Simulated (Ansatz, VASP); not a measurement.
**La2Zr2O: VASP beside Ansatz**

INCAR

```
  PREC = Accurate
  ENCUT = 600
  EDIFF = 1E-7
  ISMEAR = 0
  SIGMA = 0.1
  LREAL = False
  LASPH = True
  NELM = 100
  ALGO = Normal
  ISIF = 3
  LWAVE = False
  LCHARG = False
  GGA = PE
  IBRION = 2
  NSW = 100
  EDIFFG = -0.01
```

File KPOINTS:

```
regular mesh
0
Gamma
  12 12 4
```

File POSCAR:

```
La2Zr2O
1.0
    3.5677621623      0.0000000000      0.0000000000
   -1.7838810811      3.0897726672      0.0000000000
    0.0000000000      0.0000000000     11.9538776405
La Zr O
2 2 1
Direct
    0.0000000000      0.0000000000      0.7221991266
    0.0000000000      0.0000000000      0.2778008734
    0.6666666667      0.3333333333      0.5000000000
    0.3333333333      0.6666666667      0.0000000000
    0.6666666667      0.3333333333      0.0000000000
```

Input for Ansatz:

```yaml
crystal:
  lattice:
    - [3.5677621623, 0.0, 0.0]
    - [-1.7838810811, 3.0897726672, 0.0]
    - [0.0, 0.0, 11.9538776405]
  atoms:
    - { symbol: La, position: [0.0, 0.0, 0.7221991266] }
    - { symbol: La, position: [0.0, 0.0, 0.2778008734] }
    - { symbol: Zr, position: [0.6666666667, 0.3333333333, 0.5] }
    - { symbol: Zr, position: [0.3333333333, 0.6666666667, 0.0] }
    - { symbol: O, position: [0.6666666667, 0.3333333333, 0.0] }
basis:
  ecutwfc: 420
kpoints:
  mp_grid: { grid: [12, 12, 4] }
hamiltonian:
  xc: pbe
scf:
  occupations: { method: gaussian, width: 0.1 }
output:
  forces: true
  stress: true
  eigenvalues: true
  write_density: true
  write_potential: true
  elf: true
  volumetric_format: npy
relax:
  adjacent_minimum: "off"
  f_tol: 0.01
  max_steps: 80
  cell: { stress_tol: 0.05 }
```

Change from the starting cell: species swapped into the Sr2ZnAs2 type (P-6m2, No. 187).

Alike in both runs: task relaxation of cell and atoms; functional PBE; k mesh 12 × 12 × 4; occupations gaussian, width 0.1 eV; no spin polarisation.

```csv
,VASP,Ansatz
version,VASP 6.6.1,Ansatz 0.2.0
potentials or method,"VASP PAW PBE potentials, release 64 (La, Zr_sv, O), cutoff 600 eV","scalar-relativistic, plane waves, PAW"
valence electrons in the cell,52,52
```

VASP gave:

```
gap on the k mesh at the Fermi level, each at its own relaxed structure (eV) : none
relaxed volume (Å³/atom)                                                     : 26.33
relaxed cell length with the largest relative difference (Å)                 : 3.559
```

Q: Which values does Ansatz return?

A: gap on the k mesh at the Fermi level, each at its own relaxed structure (eV): none; relaxed volume (Å³/atom): 26.30; relaxed cell length with the largest relative difference (Å): 3.558.

A gap of «none» marks a metal or a gap that the smearing closes.

Neither program's run includes spin-orbit coupling.
